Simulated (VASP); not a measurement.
# WC (Fm-3m) in VASP: a series of runs

WC is run at these levels: PBE0; tasks: single point.

Everything below comes from runs of VASP 6.6.1. Logs are shortened: lines on timing, memory, paths and dates and some standing lists are left out, and cuts for length are marked.

## (1) The cell of the first run

The structure is cubic, space group Fm-3m (No. 225). The conventional cell has a = 4.471 Å, b = 4.471 Å, c = 4.471 Å, α = 90.00°, β = 90.00°, γ = 90.00°. W (site symmetry m-3m) has 6 C at 2.24 Å within 3.0 Å. Within 3.0 Å of C (site symmetry m-3m) lie 6 W at 2.24 Å.

## (2) Single point, PBE0

Input file POSCAR:

```
WC
1.0
    0.0000000000      2.2356887219      2.2356887219
    2.2356887219      0.0000000000      2.2356887219
    2.2356887219      2.2356887219      0.0000000000
W C
1 1
Direct
    0.0000000000      0.0000000000      0.0000000000
    0.5000000000      0.5000000000      0.5000000000
```

Input file INCAR.step1:

```
SYSTEM = WC
ALGO = Normal
EDIFF = 1E-5
ENCUT = 520
GGA = PE
ISIF = 2
ISMEAR = -1
LASPH = .TRUE.
LCHARG = .FALSE.
LREAL = .FALSE.
LWAVE = .TRUE.
NBANDS = 16
NELM = 60
PREC = Accurate
SIGMA = 0.05
```

Input file INCAR.step2:

```
SYSTEM = WC
AEXX = 0.25
ALGO = Normal
EDIFF = 1E-6
ENCUT = 520
GGA = PE
ISIF = 2
ISMEAR = -1
ISTART = 1
LASPH = .TRUE.
LCHARG = .FALSE.
LHFCALC = .TRUE.
LREAL = .FALSE.
LWAVE = .FALSE.
NBANDS = 16
NELM = 60
PREC = Accurate
PRECFOCK = Normal
SIGMA = 0.05
```

Input file KPOINTS:

```
k-points
0
G
  6 6 6
  0 0 0
```

Potentials or basis: VASP PAW PBE potentials, release 64 (W_sv, C).

The run is started by

```
$ cat potpaw_PBE.64/W_sv/POTCAR potpaw_PBE.64/C/POTCAR > POTCAR
$ cp INCAR.step1 INCAR
$ mpirun -np 1 vasp_std > vasp.out
$ cp INCAR.step2 INCAR
$ mpirun -np 1 vasp_std > vasp.out
```

OUTCAR:

```text
SYSTEM = WC
   AEXX = 0.25
   EDIFF = 1E-6
   ENCUT = 520
   GGA = PE
   ISIF = 2
   ISMEAR = -1
   ISTART = 1
   LASPH = .TRUE.
   LHFCALC = .TRUE.
   LREAL = .FALSE.
   NELM = 60
   PREC = Accurate
   PRECFOCK = Normal

 ion  position               nearest neighbor table
   1  0.000  0.000  0.000-   2 2.24   2 2.24   2 2.24   2 2.24   2 2.24   2 2.24
   2  0.500  0.500  0.500-   1 2.24   1 2.24   1 2.24   1 2.24   1 2.24   1 2.24

  LATTYP: Found a face centered cubic cell.
 ALAT       =     4.4713774438

  Lattice vectors:

 A1 = (   0.0000000000,   2.2356887219,   2.2356887219)
 A2 = (   2.2356887219,   0.0000000000,   2.2356887219)
 A3 = (   2.2356887219,   2.2356887219,   0.0000000000)

Analysis of symmetry for initial positions (statically):
=====================================================================
 Subroutine PRICEL returns:
 Original cell was already a primitive cell.

 Routine SETGRP: Setting up the symmetry group for a
 face centered cubic supercell.

 Subroutine GETGRP returns: Found 48 space group operations
 (whereof 48 operations were pure point group operations)
 out of a pool of 48 trial point group operations.

The static configuration has the point symmetry O_h .

Analysis of symmetry for dynamics (positions and initial velocities):
=====================================================================
 Subroutine PRICEL returns:
 Original cell was already a primitive cell.

 Routine SETGRP: Setting up the symmetry group for a
 face centered cubic supercell.

 Subroutine GETGRP returns: Found 48 space group operations
 (whereof 48 operations were pure point group operations)
 out of a pool of 48 trial point group operations.

The dynamic configuration has the point symmetry O_h .

 Subroutine INISYM returns: Found 48 space group operations
 (whereof 48 operations are pure point group operations),
 and found     1 'primitive' translations

----------------------------------------------------------------------------------------

                                     Primitive cell

  volume of cell :      22.3493

  direct lattice vectors                    reciprocal lattice vectors
     0.000000000  2.235688722  2.235688722    -0.223644730  0.223644730  0.223644730
     2.235688722  0.000000000  2.235688722     0.223644730 -0.223644730  0.223644730
     2.235688722  2.235688722  0.000000000     0.223644730  0.223644730 -0.223644730

  length of vectors
     3.161741312  3.161741312  3.161741312     0.387364035  0.387364035  0.387364035

  position of ions in fractional coordinates (direct lattice)
     0.000000000  0.000000000  0.000000000
     0.500000000  0.500000000  0.500000000

  ion indices of the primitive-cell ions
   primitive index   ion index
                 1           1
                 2           2

----------------------------------------------------------------------------------------

 KPOINTS: k-points

Automatic generation of k-mesh.
 Grid dimensions read from file:
 generate k-points for:    6    6    6

 Generating k-lattice:

  Cartesian coordinates                     Fractional coordinates (reciprocal lattice)
    -0.037274122  0.037274122  0.037274122     0.166666667  0.000000000  0.000000000
     0.037274122 -0.037274122  0.037274122     0.000000000  0.166666667  0.000000000
     0.037274122  0.037274122 -0.037274122     0.000000000  0.000000000  0.166666667

  Length of vectors
     0.064560672  0.064560672  0.064560672

  Shift w.r.t. Gamma in fractional coordinates (k-lattice)
     0.000000000  0.000000000  0.000000000

 Subroutine IBZKPT returns following result:
 ===========================================

 Found     16 irreducible k-points:

 Following reciprocal coordinates:
            Coordinates               Weight
  0.000000  0.000000  0.000000      1.000000
  0.166667  0.000000  0.000000      8.000000
  0.333333  0.000000  0.000000      8.000000
  0.500000  0.000000  0.000000      4.000000
  0.166667  0.166667  0.000000      6.000000
  0.333333  0.166667  0.000000     24.000000
[... 8 lines left out ...]
 -0.333333  0.333333  0.166667     24.000000
 -0.333333  0.500000  0.166667     12.000000
   k-points           NKPTS =     16   k-points in BZ     NKDIM =    216   number of bands    NBANDS=     16
   number of dos      NEDOS =    301   number of ions     NIONS =      2
   total plane-waves  NPLWV =  13824
   dimension x,y,z NGX =    24 NGY =   24 NGZ =   24
   dimension x,y,z NGXF=    48 NGYF=   48 NGZF=   48
   ions per type =               1   1
   NGX,Y,Z   is equivalent  to a cutoff of  12.62, 12.62, 12.62 a.u.
   NGXF,Y,Z  is equivalent  to a cutoff of  25.24, 25.24, 25.24 a.u.
 SYSTEM =  WC
   PREC   = accura    normal or accurate (medium, high low for compatibility)
   ISTART =      1    job   : 0-new  1-cont  2-samecut
   ICHARG =      0    charge: 1-file 2-atom 10-const
   ISPIN  =      1    spin polarized calculation?
   LNONCOLLINEAR =      F non collinear calculations
   LSORBIT =      F    spin-orbit coupling
   LASPH  =      T    aspherical Exc in radial PAW
   ENCUT  =  520.0 eV  38.22 Ry    6.18 a.u.   5.88  5.88  5.88*2*pi/ulx,y,z
   NELM   =     60;   NELMIN=  2; NELMDL=  0     # of ELM steps
   EDIFF  = 0.1E-05   stopping-criterion for ELM
   LREAL  =      F    real-space projection
   EDIFFG = 0.1E-04   stopping-criterion for IOM
   NSW    =      0    number of steps for IOM
   IBRION =     -1    ionic relax: 0-MD 1-quasi-New 2-CG
   NFREE  =      0    steps in history (QN), initial steepest desc. (CG)
   ISIF   =      2    stress and relaxation
   ISYM   =      3    0-nonsym 1-usesym 2-fastsym
   POTIM  = 0.5000    time-step for ionic-motion
   TEBEG  =    0.0;   TEEND  =   0.0 temperature during run
   PSTRESS=    0.0 pullay stress
   NELECT =      18.0000    total number of electrons
   NUPDOWN=      -1.0000    fix difference up-down
   EMIN   =  10.00;   EMAX   =-10.00  energy-range for DOS
   EFERMI =   0.00;   METHOD = LEGACY
   ISMEAR =    -1;   SIGMA  =   0.05  broadening in eV -4-tet -1-fermi 0-gaus
   EFERMI_NEDOS =   21; number of points for ismear=-14 and -15
   IALGO  =     38    algorithm
   IMIX   =      1    mixing-type and parameters
     AMIX     =   0.40;   BMIX     =  1.00
     AMIX_MAG =   1.60;   BMIX_MAG =  1.00
  volume/ion in A,a.u.               =      11.17        75.41
  Fermi-wavevector in a.u.,A,eV,Ry     =   1.523156  2.878347 31.565566  2.320004
  Thomas-Fermi vector in A             =   2.631637
   LORBIT       =      0    0 simple, 1 ext, 2 COOP (PROOUT), +10 PAW based schemes
   GGA     = PE    functional components
   LHFCALC =     T    Hartree Fock is set to
   PRECFOCK=normal    Normal, Fast or Accurate (Low or Medium for compatibility)
   ENCUT4O =  -1.0   cutoff for four orbital integrals eV
   NKREDX  =     1    reduce k-point grid by
   NKREDY  =     1    reduce k-point grid by
   NKREDZ  =     1    reduce k-point grid by
   AEXX    =    0.2500 exact exchange contribution
   HFSCREEN=    0.0000 screening length (either q_TF or 0.3 A-1)
   HFSCREENC=   0.0000 screening length for correlation (either q_TF or 0.3 A-1)
   ENCUTFOCK=  -1.0 apply spherical cutoff to Coloumb kernel
   IVDW    =     0    specifies the selected vdW correction
   LEPSILON=     F    determine dielectric tensor
   LRPA    =     F    only Hartree local field effects (RPA)
 non-spin polarized calculation
  energy-cutoff  :      520.00
  volume of cell :       22.35
 maximum number of plane-waves:       620
  NGX = 18; NGY = 18; NGZ = 18

 number of electron      18.0000001 magnetization

 Free energy of the ion-electron system (eV)
  ---------------------------------------------------
  ext. energy  EPLUGINS =         0.00000000
  ---------------------------------------------------
  free energy    TOTEN  =       -26.31741881 eV

  energy without entropy =      -26.31070975  energy(sigma->0) =      -26.31406428

 E-fermi :  11.3517     XC(G=0): -10.5134

 val. band max:       11.2940125346   @ k =  -0.3333   0.1667   0.0000
 cond. band min:      12.1074684878   @ k =  -0.3333   0.3333   0.1667
 fundamental gap:      0.8134559532
 Fermi energy:        11.3516847601

 k-point     1 :       0.0000    0.0000    0.0000
  band No.  band energies     occupation
      1     -68.6815      2.00000
      2     -31.1649      2.00000
      3     -31.1649      2.00000
      4     -31.1649      2.00000
      5      -6.1870      2.00000
      6       8.1653      2.00000
[... 8 lines left out ...]
     15      22.2260      0.00000
     16      35.3021      0.00000

 k-point     2 :       0.1667    0.0000    0.0000
  band No.  band energies     occupation
      1     -68.6728      2.00000
      2     -31.3127      2.00000
      3     -31.1818      2.00000
      4     -31.1818      2.00000
      5      -5.4199      2.00000
      6       5.9243      2.00000
[... 8 lines left out ...]
     15      23.7567      0.00000
     16      30.6552      0.00000

 k-point     3 :       0.3333    0.0000    0.0000
  band No.  band energies     occupation
      1     -68.6558      2.00000
      2     -31.6000      2.00000
      3     -31.2146      2.00000
      4     -31.2146      2.00000
      5      -3.4520      2.00000
      6       2.7188      2.00000
[... 8 lines left out ...]
     15      25.1455      0.00000
     16      26.8018      0.00000

 k-point     4 :       0.5000    0.0000    0.0000
  band No.  band energies     occupation
      1     -68.6472      2.00000
      2     -31.7389      2.00000
      3     -31.2314      2.00000
      4     -31.2314      2.00000
      5      -1.5940      2.00000
      6       0.5215      2.00000
[... 8 lines left out ...]
     15      24.0136      0.00000
     16      24.0136      0.00000
[... 172 lines left out ...]
 k-point    14 :       0.5000    0.3333    0.1667
  band No.  band energies     occupation
      1     -68.6441      2.00000
      2     -31.5845      2.00000
      3     -31.3974      2.00000
      4     -31.2841      2.00000
      5      -3.0769      2.00000
      6       2.7640      2.00000
[... 8 lines left out ...]
     15      23.4494      0.00000
     16      25.4537      0.00000

 k-point    15 :      -0.3333    0.3333    0.1667
  band No.  band energies     occupation
      1     -68.6383      2.00000
      2     -31.6062      2.00000
      3     -31.4577      2.00000
      4     -31.3168      2.00000
      5      -2.6506      2.00000
      6       2.7026      2.00000
[... 8 lines left out ...]
     15      24.3360      0.00000
     16      25.5095      0.00000

 k-point    16 :      -0.3333    0.5000    0.1667
  band No.  band energies     occupation
      1     -68.6352      2.00000
      2     -31.6089      2.00000
      3     -31.4549      2.00000
      4     -31.3761      2.00000
      5      -3.2031      2.00000
      6       4.5137      2.00000
[... 8 lines left out ...]
     15      24.4527      0.00000
     16      26.6793      0.00000

------------------------ aborting loop because EDIFF is reached ----------------------------------------

  FORCE on cell =-STRESS in cart. coord.  units (eV):
  Direction    XX          YY          ZZ          XY          YZ          ZX
  --------------------------------------------------------------------------------------
  -------------------------------------------------------------------------------------
  Total       -3.9850008     -3.9850008     -3.9850008      0.0000000      0.0000000      0.0000000
  in kB     -285.6768124   -285.6768124   -285.6768124      0.0000000      0.0000000      0.0000000
  external PRESSURE =    -285.6768124 kB  Pullay stress =       0.0000000 kB

 VOLUME and BASIS-vectors are now :
 -----------------------------------------------------------------------------
  energy-cutoff  :      520.00
  volume of cell :       22.35
      direct lattice vectors                 reciprocal lattice vectors
     0.000000000  2.235688722  2.235688722    -0.223644730  0.223644730  0.223644730
     2.235688722  0.000000000  2.235688722     0.223644730 -0.223644730  0.223644730
     2.235688722  2.235688722  0.000000000     0.223644730  0.223644730 -0.223644730

 POSITION                                       TOTAL-FORCE (eV/Angst)
 -----------------------------------------------------------------------------------
      0.00000      0.00000      0.00000        -0.000000     -0.000000     -0.000000
      2.23569      2.23569      2.23569         0.000000      0.000000      0.000000
 -----------------------------------------------------------------------------------
    total drift:                               -0.000000     -0.000000     -0.000000

  FREE ENERGIE OF THE ION-ELECTRON SYSTEM (eV)
  ---------------------------------------------------
  free  energy   TOTEN  =       -26.3174188142 eV

  energy  without entropy=      -26.3107097457  energy(sigma->0) =      -26.31406428
```

It took 18 min on 1 thread of AMD EPYC 9R45 (Zen 5), shared host; peak memory 0.13 GiB.

What came out:

- Free energy: -26.3174 eV
- Pressure: -28.6 GPa
- Band gap on the k mesh: zero (band 9 reaches 12.97 eV, above the bottom of band 10 at 9.27 eV)

Caveat: the k points lie up to 0.41 Å⁻¹ apart; the PAW data sets were made with another functional, which shifts forces and pressure a little; spin-orbit coupling is left out, which moves the levels of the heavy elements.

(Part 1 of 2 ends here.)
